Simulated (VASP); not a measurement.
# TiO2 (C2/c) in VASP: further runs

TiO2 is run at these levels: PBEsol, PBE; tasks: single point.

Everything below comes from runs of VASP 6.6.1. Logs are shortened: lines on timing, memory, paths and dates and some standing lists are left out, and cuts for length are marked.

### 1 The cell of the first run

It takes space group C2/c (No. 15, monoclinic). The conventional cell has a = 5.412 Å, b = 5.413 Å, c = 5.472 Å, α = 90.00°, β = 118.77°, γ = 90.00°. Ti (site symmetry 2) has 6 O at 1.93 to 2.00 Å within 2.6 Å. Within 2.6 Å of O (site symmetry 1) lie 3 Ti at 1.93 to 2.00 Å and 2 O at 2.50 Å.

### 2 Single point, PBEsol (11.71 Å³/atom)

INCAR

```
ALGO = Normal
EDIFF = 1E-6
ENCUT = 520
GGA = PS
ISIF = 2
ISMEAR = -1
LASPH = True
LCHARG = False
LREAL = False
LWAVE = False
NBANDS = 33
NELM = 80
PREC = Accurate
SIGMA = 0.05
```

KPOINTS

```
k-points
0
Gamma
  8 8 6
```

POSCAR

```
TiO2
1.0
    2.7060340000     -2.7066550000      0.0000000000
    2.7060340000      2.7066550000      0.0000000000
   -2.6335310000      0.0000000000      4.7966370000
Ti O
2 4
Direct
    0.8658900000      0.1341100000      0.7500000000
    0.1341100000      0.8658900000      0.2500000000
    0.0887550000      0.3312210000      0.1671490000
    0.9112450000      0.6687790000      0.8328510000
    0.6687790000      0.9112450000      0.3328510000
    0.3312210000      0.0887550000      0.6671490000
```

Potentials or basis: VASP PAW PBE potentials, release 64 (Ti_sv, O).

The run is started by

```sh
$ cat potpaw_PBE.64/Ti_sv/POTCAR potpaw_PBE.64/O/POTCAR > POTCAR
$ mpirun -np 1 vasp_std > vasp.out
```

OUTCAR:

```text
EDIFF = 1E-6
   ENCUT = 520
   GGA = PS
   ISIF = 2
   ISMEAR = -1
   LASPH = True
   LREAL = False
   NELM = 80
   PREC = Accurate

 ion  position               nearest neighbor table
   1  0.866  0.134  0.750-   4 1.93   6 1.93   6 1.98   4 1.98   3 2.00   5 2.00
   2  0.134  0.866  0.250-   5 1.93   3 1.93   5 1.98   3 1.98   6 2.00   4 2.00
   3  0.089  0.331  0.167-   2 1.93   2 1.98   1 2.00
   4  0.911  0.669  0.833-   1 1.93   1 1.98   2 2.00
   5  0.669  0.911  0.333-   2 1.93   2 1.98   1 2.00
   6  0.331  0.089  0.667-   1 1.93   1 1.98   2 2.00

  LATTYP: Found a base centered monoclinic cell.
 ALAT       =     5.4120680000
 B/A-ratio  =     1.0002294871
 C/A-ratio  =     1.0110809974
 COS(beta)  =    -0.4812705001

  Lattice vectors:

 A1 = (   2.7060340000,  -2.7066550000,   0.0000000000)
 A2 = (   2.7060340000,   2.7066550000,   0.0000000000)
 A3 = (  -2.6335310000,   0.0000000000,   4.7966370000)

Analysis of symmetry for initial positions (statically):
=====================================================================
 Subroutine PRICEL returns:
 Original cell was already a primitive cell.

 Routine SETGRP: Setting up the symmetry group for a
 base centered monoclinic supercell.

 Subroutine GETGRP returns: Found  4 space group operations
 (whereof  2 operations were pure point group operations)
 out of a pool of  4 trial point group operations.

The static configuration has the point symmetry S_2 .
 The point group associated with its full space group is C_2h.

Analysis of symmetry for dynamics (positions and initial velocities):
=====================================================================
 Subroutine PRICEL returns:
 Original cell was already a primitive cell.

 Routine SETGRP: Setting up the symmetry group for a
 base centered monoclinic supercell.

 Subroutine GETGRP returns: Found  4 space group operations
 (whereof  2 operations were pure point group operations)
 out of a pool of  4 trial point group operations.

The dynamic configuration has the point symmetry S_2 .
 The point group associated with its full space group is C_2h.

 Subroutine INISYM returns: Found  4 space group operations
 (whereof  2 operations are pure point group operations),
 and found     1 'primitive' translations

----------------------------------------------------------------------------------------

[... 101 lines left out ...]
   LREAL  =      F    real-space projection
   EDIFFG = 0.1E-04   stopping-criterion for IOM
   NSW    =      0    number of steps for IOM
   IBRION =     -1    ionic relax: 0-MD 1-quasi-New 2-CG
   NFREE  =      0    steps in history (QN), initial steepest desc. (CG)
   ISIF   =      2    stress and relaxation
   ISYM   =      2    0-nonsym 1-usesym 2-fastsym
   POTIM  = 0.5000    time-step for ionic-motion
   TEBEG  =    0.0;   TEEND  =   0.0 temperature during run
   PSTRESS=    0.0 pullay stress
   NELECT =      48.0000    total number of electrons
   NUPDOWN=      -1.0000    fix difference up-down
   EMIN   =  10.00;   EMAX   =-10.00  energy-range for DOS
   EFERMI =   0.00;   METHOD = LEGACY
   ISMEAR =    -1;   SIGMA  =   0.05  broadening in eV -4-tet -1-fermi 0-gaus
   EFERMI_NEDOS =   21; number of points for ismear=-14 and -15
   IALGO  =     38    algorithm
   IMIX   =      4    mixing-type and parameters
     AMIX     =   0.40;   BMIX     =  1.00
     AMIX_MAG =   1.60;   BMIX_MAG =  1.00
  volume/ion in A,a.u.               =      11.71        79.03
  Fermi-wavevector in a.u.,A,eV,Ry     =   1.441820  2.724644 28.284385  2.078844
  Thomas-Fermi vector in A             =   2.560409
   LORBIT       =      0    0 simple, 1 ext, 2 COOP (PROOUT), +10 PAW based schemes
   GGA     = PS    functional components
   LHFCALC =     F    Hartree Fock is set to
   AEXX    =    0.0000 exact exchange contribution
   IVDW    =     0    specifies the selected vdW correction
   LEPSILON=     F    determine dielectric tensor
   LRPA    =     F    only Hartree local field effects (RPA)
 non-spin polarized calculation
  energy-cutoff  :      520.00
  volume of cell :       70.26
 maximum number of plane-waves:      1908
   NGX = 15   NGY = 15   NGZ = 21

 number of electron      47.9999994 magnetization

 Free energy of the ion-electron system (eV)
  ---------------------------------------------------
  ext. energy  EPLUGINS =         0.00000000
  ---------------------------------------------------
  free energy    TOTEN  =       -56.16263519 eV

  energy without entropy =      -56.16263519  energy(sigma->0) =      -56.16263519

 E-fermi :   4.0426     XC(G=0): -10.8611

 val. band max:        2.9865770855   @ k =   0.5000   0.5000   0.0000
 cond. band min:       4.9957988557   @ k =   0.0000   0.0000   0.0000
 fundamental gap:      2.0092217701
 Fermi energy:         4.0426428536

 k-point     1 :       0.0000    0.0000    0.0000
  band No.  band energies     occupation
      1     -53.2517      2.00000
      2     -53.1972      2.00000
      3     -29.7941      2.00000
      4     -29.5731      2.00000
      5     -29.5726      2.00000
      6     -29.5102      2.00000
[... 853 lines left out ...]
     32       8.6521      0.00000
     33       8.8439      0.00000

 [... further k-points ...]

------------------------ aborting loop because EDIFF is reached ----------------------------------------

  FORCE on cell =-STRESS in cart. coord.  units (eV):
  Direction    XX          YY          ZZ          XY          YZ          ZX
  --------------------------------------------------------------------------------------
  -------------------------------------------------------------------------------------
  Total       -3.0671501     -3.0820064     -2.9457310      0.0000000      0.0000000     -0.1490874
  in kB      -69.9379047    -70.2766614    -67.1692761      0.0000000      0.0000000     -3.3995282
  external PRESSURE =     -69.1279474 kB  Pullay stress =       0.0000000 kB

 VOLUME and BASIS-vectors are now :
 -----------------------------------------------------------------------------
  energy-cutoff  :      520.00
  volume of cell :       70.26
      direct lattice vectors                 reciprocal lattice vectors
     2.706034000 -2.706655000  0.000000000     0.184772253 -0.184729860  0.101446796
     2.706034000  2.706655000  0.000000000     0.184772253  0.184729860  0.101446796
    -2.633531000  0.000000000  4.796637000     0.000000000  0.000000000  0.208479399

 POSITION                                       TOTAL-FORCE (eV/Angst)
 -----------------------------------------------------------------------------------
      0.73089     -1.98068      3.59748        -0.000000     -0.061073     -0.000000
      2.04765      1.98068      1.19916         0.000000      0.061073      0.000000
      0.69628      0.65627      0.80175         0.007827      0.036528     -0.210872
      2.08226     -0.65627      3.99488        -0.007827     -0.036528      0.210872
      3.39903      0.65627      1.59657        -0.007827      0.036528      0.210872
     -0.62049     -0.65627      3.20007         0.007827     -0.036528     -0.210872
 -----------------------------------------------------------------------------------
    total drift:                               -0.000000      0.000000     -0.000000

  FREE ENERGIE OF THE ION-ELECTRON SYSTEM (eV)
  ---------------------------------------------------
  free  energy   TOTEN  =       -56.1626351853 eV

  energy  without entropy=      -56.1626351851  energy(sigma->0) =      -56.16263519
```

OSZICAR:

```text
N       E                     dE             d eps       ncg     rms          rms(c)
DAV:   1     0.659561183177E+03    0.65956E+03   -0.24432E+04  7524   0.169E+03
DAV:   2     0.293951690113E+02   -0.63017E+03   -0.58589E+03  8323   0.511E+02
DAV:   3    -0.664557132163E+02   -0.95851E+02   -0.94323E+02 10365   0.189E+02
DAV:   4    -0.724325750083E+02   -0.59769E+01   -0.59649E+01 11631   0.446E+01
DAV:   5    -0.727048131545E+02   -0.27224E+00   -0.27221E+00  9674   0.699E+00    0.309E+01
DAV:   6    -0.565529182028E+02    0.16152E+02   -0.75785E+01 10681   0.865E+01    0.113E+01
DAV:   7    -0.564654793594E+02    0.87439E-01   -0.14726E+01 10172   0.322E+01    0.917E+00
DAV:   8    -0.562221778570E+02    0.24330E+00   -0.63406E-01  9998   0.752E+00    0.562E+00
DAV:   9    -0.562056928210E+02    0.16485E-01   -0.65851E-01 10777   0.868E+00    0.211E+00
DAV:  10    -0.561784668929E+02    0.27226E-01   -0.31857E-01 10548   0.580E+00    0.109E+00
DAV:  11    -0.561629051842E+02    0.15562E-01   -0.61194E-02  9572   0.160E+00    0.363E-01
DAV:  12    -0.561629945989E+02   -0.89415E-04   -0.69812E-03  8968   0.963E-01    0.169E-01
DAV:  13    -0.561626426376E+02    0.35196E-03   -0.94368E-04 10145   0.371E-01    0.415E-02
DAV:  14    -0.561626362875E+02    0.63501E-05   -0.18731E-04 10288   0.126E-01    0.216E-02
DAV:  15    -0.561626354743E+02    0.81323E-06   -0.28802E-05 10065   0.536E-02    0.748E-03
DAV:  16    -0.561626351853E+02    0.28900E-06   -0.49246E-06  8230   0.136E-02
   1 F= -.56162635E+02 E0= -.56162635E+02  d E =-.132524E-09
```

stdout:

```text
POSCAR found type information on POSCAR TiO
 POSCAR found :  2 types and       6 ions
 scaLAPACK will be used
 -----------------------------------------------------------------------------
|                                                                             |
|                                                                             |
|     You enforced a specific xc type in the INCAR file but a different       |
|     I HOPE YOU KNOW WHAT YOU ARE DOING!                                     |
|                                                                             |
 -----------------------------------------------------------------------------

 LDA part: xc-table for (Slater+PW92), standard interpolation
 POSCAR, INCAR and KPOINTS ok, starting setup
 FFT: planning ... GRIDC
 FFT: planning ... GRID_SOFT
 FFT: planning ... GRID
 WAVECAR not read
 entering main loop
```

Run time: 2.7 min. Hardware: 1 thread of Intel Xeon 6975P-C (Granite Rapids), shared host; peak memory 0.32 GiB.

What came out:

```
Free energy            : -56.1626 eV
Pressure               : -6.9 GPa
Largest force          : 0.214 eV/Å
Band gap on the k mesh : 2.01 eV (least direct gap 2.35 eV)
```

Forces in eV/Å, atoms in the order of the input:
```
Ti   0.000 -0.061  0.000
Ti   0.000  0.061  0.000
O    0.008  0.037 -0.211
O   -0.008 -0.037  0.211
O   -0.008  0.037  0.211
O    0.008 -0.037 -0.211
```

Caveat: the cell stands under tension; the PAW data sets were made with another functional, which shifts forces and pressure a little.

### 3 Single point, PBE

INCAR

```
  PREC = Accurate
  ENCUT = 520
  EDIFF = 1E-7
  ISMEAR = -1
  SIGMA = 0.04
  LREAL = F
  LASPH = T
  NELM = 80
  ALGO = Normal
  ISIF = 2
  LWAVE = F
  LCHARG = F
  GGA = PE
  NBANDS = 33
```

KPOINTS

```
regular mesh
0
Gamma
  5 5 4
```

POSCAR is that of step 2.

Potentials or basis: VASP PAW PBE potentials, release 64 (Ti_sv, O).

The run is started by

```sh
$ cat potpaw_PBE.64/Ti_sv/POTCAR potpaw_PBE.64/O/POTCAR > POTCAR
$ mpirun -np 1 vasp_std > vasp.out
```

It took 2 min on 1 thread of Intel Xeon 8259CL, shared host; peak memory 0.21 GiB.

Results (log left out):

```
Free energy            : -53.8536 eV
Pressure               : -1.0 GPa
Largest force          : 0.109 eV/Å
Band gap on the k mesh : 2.03 eV (least direct gap 2.38 eV)
```

Forces on the atoms (eV/Å):
```
Ti   0.000 -0.061  0.000
Ti   0.000  0.061  0.000
O    0.001  0.027 -0.106
O   -0.001 -0.027  0.106
O   -0.001  0.027  0.106
O    0.001 -0.027 -0.106
```

Stress tensor (GPa, compression positive):
```
-1.20  0.00 -0.23
 0.00 -1.24  0.00
-0.23  0.00 -0.60
```

Levels at points of the mesh, in eV from the valence-band top:
```tsv
k point	band 22	band 23	band 24	band 25	band 26	band 27
(0.00, 0.00, 0.00)	-0.74	-0.46	-0.45	2.03	2.74	3.77
(0.00, 0.00, 0.50)	-1.26	-0.15	-0.15	2.37	2.37	3.60
```

Caveat: an odd mesh through Γ misses points on the zone boundary, where band edges can lie.
